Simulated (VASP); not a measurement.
# Ir in VASP: a series of runs

Ir is run at these levels: r2SCAN; tasks: single point, relaxation of cell and atoms.

All numbers are computed with VASP 6.6.1; they aren't measurements. Logs are shortened: lines on timing, memory, paths and dates and some standing lists are left out, and cuts for length are marked.

## (1) The cell of the first run

It takes space group Immm (No. 71, orthorhombic). The conventional cell has a = 2.691 Å, b = 2.725 Å, c = 3.854 Å, α = 90.00°, β = 90.00°, γ = 90.00°. Ir (site symmetry mmm) has 12 Ir at 2.69 to 2.73 Å within 3.5 Å.

## (2) Single point, r2SCAN (uniaxial strain along a: -1.0 %)

POSCAR

```
Ir
1.0
    1.9028678910      1.9028678910      0.0000000000
   -1.9268940008      1.9268940008      0.0000000000
    0.0000000000      0.0000000000      3.8537880016
Ir
2
Direct
    0.0000000000      0.0000000000      0.0000000000
    0.5000000000      0.5000000000      0.5000000000
```

INCAR.step1

```
SYSTEM = Ir
PREC = Accurate ; ENCUT = 520
ISMEAR = 0 ; SIGMA = 0.1
LREAL = .False. ; LASPH = .True.
NELM = 60 ; NBANDS = 16
GGA = PE ; ALGO = Normal
EDIFF = 1E-4 ; LWAVE = .True.
LCHARG = .False.
```

INCAR.step2

```
SYSTEM = Ir
PREC = Accurate ; ENCUT = 520
EDIFF = 1E-6 ; ISMEAR = 0
SIGMA = 0.1 ; LREAL = .False.
LASPH = .True. ; NELM = 60
ALGO = Normal ; ISIF = 2
LWAVE = .False. ; LCHARG = .True.
METAGGA = R2SCAN ; LMIXTAU = .True.
LELF = .True. ; LVHAR = .True.
NBANDS = 16 ; ISTART = 1
```

KPOINTS

```
regular mesh
0
Gamma
  20 20 14
  0 0 0
```

Potentials or basis: VASP PAW PBE potentials, release 64 (Ir).

Command:

```bash
cat potpaw_PBE.64/Ir/POTCAR > POTCAR
cp INCAR.step1 INCAR
mpirun -np 1 vasp_std > vasp.out
cp INCAR.step2 INCAR
mpirun -np 1 vasp_std > vasp.out
```

OUTCAR:

```text
SYSTEM = Ir
   PREC = Accurate
   ENCUT = 520
   EDIFF = 1E-6
   ISMEAR = 0
   LREAL = .False.
   LASPH = .True.
   NELM = 60
   ISIF = 2
   METAGGA = R2SCAN
   ISTART = 1

 ion  position               nearest neighbor table
   1  0.000  0.000  0.000-   2 2.72   2 2.72   2 2.72   2 2.72   2 2.72   2 2.72   2 2.72   2 2.72

   2  0.500  0.500  0.500-   1 2.72   1 2.72   1 2.72   1 2.72   1 2.72   1 2.72   1 2.72   1 2.72

  LATTYP: Found a simple orthorhombic cell.
 ALAT       =     2.6910615789
 B/A-ratio  =     1.0126262627
 C/A-ratio  =     1.4320697943

  Lattice vectors:

 A1 = (   1.9028678910,   1.9028678910,   0.0000000000)
 A2 = (  -1.9268940008,   1.9268940008,   0.0000000000)
 A3 = (   0.0000000000,   0.0000000000,   3.8537880016)

Analysis of symmetry for initial positions (statically):
=====================================================================
 Subroutine PRICEL returns following result:

  LATTYP: Found a body centered orthorhombic cell.
 ALAT       =     2.6910615789
 B/A-ratio  =     1.0126262627
 C/A-ratio  =     1.4320697943

  Lattice vectors:

 A1 = (   0.0120130549,  -1.9148809459,  -1.9268940008)
 A2 = (  -0.0120130549,   1.9148809459,  -1.9268940008)
 A3 = (   1.9148809459,  -0.0120130549,   1.9268940008)

   2 primitive cells build up your supercell.

 Routine SETGRP: Setting up the symmetry group for a
 simple orthorhombic supercell.

 Subroutine GETGRP returns: Found  8 space group operations
 (whereof  8 operations were pure point group operations)
 out of a pool of  8 trial point group operations.

The static configuration has the point symmetry D_2h.

Analysis of symmetry for dynamics (positions and initial velocities):
=====================================================================
 Subroutine PRICEL returns following result:

  LATTYP: Found a body centered orthorhombic cell.
 ALAT       =     2.6910615789
 B/A-ratio  =     1.0126262627
 C/A-ratio  =     1.4320697943

  Lattice vectors:

 A1 = (   0.0120130549,  -1.9148809459,  -1.9268940008)
 A2 = (  -0.0120130549,   1.9148809459,  -1.9268940008)
 A3 = (   1.9148809459,  -0.0120130549,   1.9268940008)

   2 primitive cells build up your supercell.

 Routine SETGRP: Setting up the symmetry group for a
 simple orthorhombic supercell.

 Subroutine GETGRP returns: Found  8 space group operations
 (whereof  8 operations were pure point group operations)
 out of a pool of  8 trial point group operations.

The dynamic configuration has the point symmetry D_2h.

 Subroutine INISYM returns: Found  8 space group operations
 (whereof  8 operations are pure point group operations),
 and found     2 'primitive' translations

----------------------------------------------------------------------------------------

                                     Primitive cell

  volume of cell :      14.1304

  direct lattice vectors                    reciprocal lattice vectors
     0.012013055 -1.914880946 -1.926894001     0.259484953 -0.259484953 -0.259484953
    -0.012013055  1.914880946 -1.926894001     0.262761279  0.262761279 -0.259484953
     1.914880946 -0.012013055  1.926894001     0.522246232  0.003276325  0.000000000

  length of vectors
     2.716584959  2.716584959  2.716584959     0.449441123  0.453232192  0.522256509

  position of ions in fractional coordinates (direct lattice)
     0.000000000  0.000000000  0.000000000

  ion indices of the primitive-cell ions
   primitive index   ion index
                 1           1

----------------------------------------------------------------------------------------

 KPOINTS: regular mesh

Automatic generation of k-mesh.
 Grid dimensions read from file:
 generate k-points for:   20   20   14

 Generating k-lattice:

  Cartesian coordinates                     Fractional coordinates (reciprocal lattice)
     0.013138064  0.013138064  0.000000000     0.050000000  0.000000000  0.000000000
    -0.012974248  0.012974248  0.000000000     0.000000000  0.050000000  0.000000000
     0.000000000  0.000000000  0.018534640     0.000000000  0.000000000  0.071428571

  Length of vectors
     0.018580028  0.018348357  0.018534640

  Shift w.r.t. Gamma in fractional coordinates (k-lattice)
     0.000000000  0.000000000  0.000000000

 Subroutine IBZKPT returns following result:
 ===========================================

 Found    968 irreducible k-points:

 Following reciprocal coordinates:
            Coordinates               Weight
  0.000000  0.000000  0.000000      1.000000
  0.050000  0.000000  0.000000      2.000000
  0.100000  0.000000  0.000000      2.000000
  0.150000  0.000000  0.000000      2.000000
  0.200000  0.000000  0.000000      2.000000
  0.250000  0.000000  0.000000      2.000000
[... 16 lines left out ...]
  0.000000  0.100000  0.000000      2.000000
  0.050000  0.100000  0.000000      4.000000
 [... further k-points ...]
   k-points           NKPTS =    968   k-points in BZ     NKDIM =    968   number of bands    NBANDS=     16
   number of dos      NEDOS =    301   number of ions     NIONS =      2
   total plane-waves  NPLWV =  12000
   dimension x,y,z NGX =    20 NGY =   20 NGZ =   30
   dimension x,y,z NGXF=    40 NGYF=   40 NGZF=   60
   ions per type =               2
   NGX,Y,Z   is equivalent  to a cutoff of  12.36, 12.20, 12.94 a.u.
   NGXF,Y,Z  is equivalent  to a cutoff of  24.71, 24.40, 25.88 a.u.
 SYSTEM =  Ir
   PREC   = accura    normal or accurate (medium, high low for compatibility)
   ISTART =      1    job   : 0-new  1-cont  2-samecut
   ICHARG =      0    charge: 1-file 2-atom 10-const
   ISPIN  =      1    spin polarized calculation?
   LNONCOLLINEAR =      F non collinear calculations
   LSORBIT =      F    spin-orbit coupling
   LASPH  =      T    aspherical Exc in radial PAW
   ENCUT  =  520.0 eV  38.22 Ry    6.18 a.u.   5.00  5.07  7.17*2*pi/ulx,y,z
   NELM   =     60;   NELMIN=  2; NELMDL=  0     # of ELM steps
   EDIFF  = 0.1E-05   stopping-criterion for ELM
   LREAL  =      F    real-space projection
   EDIFFG = 0.1E-04   stopping-criterion for IOM
   NSW    =      0    number of steps for IOM
   IBRION =     -1    ionic relax: 0-MD 1-quasi-New 2-CG
   NFREE  =      0    steps in history (QN), initial steepest desc. (CG)
   ISIF   =      2    stress and relaxation
   ISYM   =      2    0-nonsym 1-usesym 2-fastsym
   POTIM  = 0.5000    time-step for ionic-motion
   TEBEG  =    0.0;   TEEND  =   0.0 temperature during run
   PSTRESS=    0.0 pullay stress
   NELECT =      18.0000    total number of electrons
   NUPDOWN=      -1.0000    fix difference up-down
   EMIN   =  10.00;   EMAX   =-10.00  energy-range for DOS
   EFERMI =   0.00;   METHOD = LEGACY
   ISMEAR =     0;   SIGMA  =   0.10  broadening in eV -4-tet -1-fermi 0-gaus
   EFERMI_NEDOS =   21; number of points for ismear=-14 and -15
   IALGO  =     38    algorithm
   IMIX   =      4    mixing-type and parameters
     AMIX     =   0.40;   BMIX     =  1.00
     AMIX_MAG =   1.60;   BMIX_MAG =  1.00
  volume/ion in A,a.u.               =      14.13        95.36
  Fermi-wavevector in a.u.,A,eV,Ry     =   1.408546  2.661765 26.993968  1.984001
  Thomas-Fermi vector in A             =   2.530692
   LORBIT       =      0    0 simple, 1 ext, 2 COOP (PROOUT), +10 PAW based schemes
   METAGGA = R2SCAN    functional components
   LHFCALC =     F    Hartree Fock is set to
   AEXX    =    0.0000 exact exchange contribution
   IVDW    =     0    specifies the selected vdW correction
   LEPSILON=     F    determine dielectric tensor
   LRPA    =     F    only Hartree local field effects (RPA)
 non-spin polarized calculation
 Gauss-broadening in eV      SIGMA  =   0.10
  energy-cutoff  :      520.00
  volume of cell :       28.26
 maximum number of plane-waves:       778
   NGX = 11   NGY = 11   NGZ = 15

 number of electron      17.9999998 magnetization

 Free energy of the ion-electron system (eV)
  ---------------------------------------------------
  ext. energy  EPLUGINS =         0.00000000
  ---------------------------------------------------
  free energy    TOTEN  =      -104.72999968 eV

  energy without entropy =     -104.72211305  energy(sigma->0) =     -104.72605637

 E-fermi :  10.1743     XC(G=0): -15.3365

 val. band max:       10.1714720081   @ k =   0.0500   0.5000   0.2143
 cond. band min:      10.1744687056   @ k =   0.4000   0.4000   0.0714
 fundamental gap:      0.0029966975
 Fermi energy:        10.1743445024

 k-point     1 :       0.0000    0.0000    0.0000
  band No.  band energies     occupation
      1      -1.3449      2.00000
      2       1.9655      2.00000
      3       2.5604      2.00000
      4       6.1168      2.00000
      5       6.1278      2.00000
      6       6.3209      2.00000
[... 8 lines left out ...]
     15      22.8704      0.00000
     16      25.2961      0.00000

 k-point     2 :       0.0500    0.0000    0.0000
  band No.  band energies     occupation
      1      -1.2652      2.00000
      2       2.0285      2.00000
      3       2.6155      2.00000
      4       6.1478      2.00000
      5       6.1768      2.00000
      6       6.2685      2.00000
[... 8 lines left out ...]
     15      22.8920      0.00000
     16      25.4355      0.00000

 k-point     3 :       0.1000    0.0000    0.0000
  band No.  band energies     occupation
      1      -1.0299      2.00000
      2       2.1999      2.00000
      3       2.7899      2.00000
      4       6.1207      2.00000
      5       6.2404      2.00000
      6       6.3146      2.00000
[... 8 lines left out ...]
     15      23.1353      0.00000
     16      25.8378      0.00000
[... 362 lines left out ...]
 k-point    23 :       0.0000    0.1000    0.0000
  band No.  band energies     occupation
      1      -1.0400      2.00000
      2       2.1793      2.00000
      3       2.7833      2.00000
      4       5.9430      2.00000
      5       6.2732      2.00000
      6       6.4394      2.00000
[... 8 lines left out ...]
     15      23.6014      0.00000
     16      25.8058      0.00000

 k-point    24 :       0.0500    0.1000    0.0000
  band No.  band energies     occupation
      1      -0.9614      2.00000
      2       2.2477      2.00000
      3       2.8319      2.00000
      4       5.8914      2.00000
      5       6.3275      2.00000
      6       6.4730      2.00000
[... 8 lines left out ...]
     15      23.5982      0.00000
     16      25.9438      0.00000

 [... further k-points ...]

------------------------ aborting loop because EDIFF is reached ----------------------------------------

  FORCE on cell =-STRESS in cart. coord.  units (eV):
  Direction    XX          YY          ZZ          XY          YZ          ZX
  --------------------------------------------------------------------------------------
  -------------------------------------------------------------------------------------
  Total        0.9520602      0.9520602      0.5083184      0.6605807      0.0000000      0.0000000
  in kB       53.9747611     53.9747611     28.8178856     37.4500310      0.0000000      0.0000000
  external PRESSURE =      45.5891359 kB  Pullay stress =       0.0000000 kB

 VOLUME and BASIS-vectors are now :
 -----------------------------------------------------------------------------
  energy-cutoff  :      520.00
  volume of cell :       28.26
      direct lattice vectors                 reciprocal lattice vectors
     1.902867891  1.902867891  0.000000000     0.262761279  0.262761279  0.000000000
    -1.926894001  1.926894001  0.000000000    -0.259484953  0.259484953  0.000000000
     0.000000000  0.000000000  3.853788002     0.000000000  0.000000000  0.259484953

 POSITION                                       TOTAL-FORCE (eV/Angst)
 -----------------------------------------------------------------------------------
      0.00000      0.00000      0.00000        -0.000000     -0.000000     -0.000000
     -0.01201      1.91488      1.92689         0.000000      0.000000      0.000000
 -----------------------------------------------------------------------------------
    total drift:                               -0.000000      0.000000      0.000000

  FREE ENERGIE OF THE ION-ELECTRON SYSTEM (eV)
  ---------------------------------------------------
  free  energy   TOTEN  =      -104.7299996756 eV

  energy  without entropy=     -104.7221130548  energy(sigma->0) =     -104.72605637
```

Run time: 30 min. Hardware: 1 thread of Intel Xeon 8259CL, shared host; peak memory 0.45 GiB.

Results:

- Free energy: -104.7300 eV
- Pressure: 4.6 GPa
- Band gap on the k mesh: zero (bands 9 and 10 overlap by 3.48 eV)

Levels at points of the mesh, in eV from the Fermi level:
```
           k point  band 7  band 8  band 9  band 10  band 11  band 12
(0.00, 0.00, 0.00)   -1.32   -1.21    0.88     1.59     1.59     1.71
(0.50, 0.00, 0.00)   -2.64   -2.64   -1.38    -1.38     3.24     3.24
(0.00, 0.50, 0.00)   -2.42   -2.42   -1.29    -1.29     2.94     2.94
(0.50, 0.50, 0.00)    1.55    1.55    1.65     1.65     1.85     1.85
(0.00, 0.00, 0.50)   -1.94   -1.94   -1.79    -1.79    -0.24    -0.24
(0.50, 0.00, 0.50)   -0.61   -0.61    0.90     0.90     1.05     1.05
(0.00, 0.50, 0.50)   -0.75   -0.75    0.91     0.91     0.97     0.97
(0.50, 0.50, 0.50)   -1.89   -1.89    1.64     1.64     8.83     8.83
```

Caveat: the cell differs from its parent crystal (uniaxial strain along a: -1.0 %); the cell stands under pressure; the PAW data sets were made with another functional, which shifts forces and pressure a little; spin-orbit coupling is left out, which moves the levels of the heavy elements.

[end of part 1 of 3]
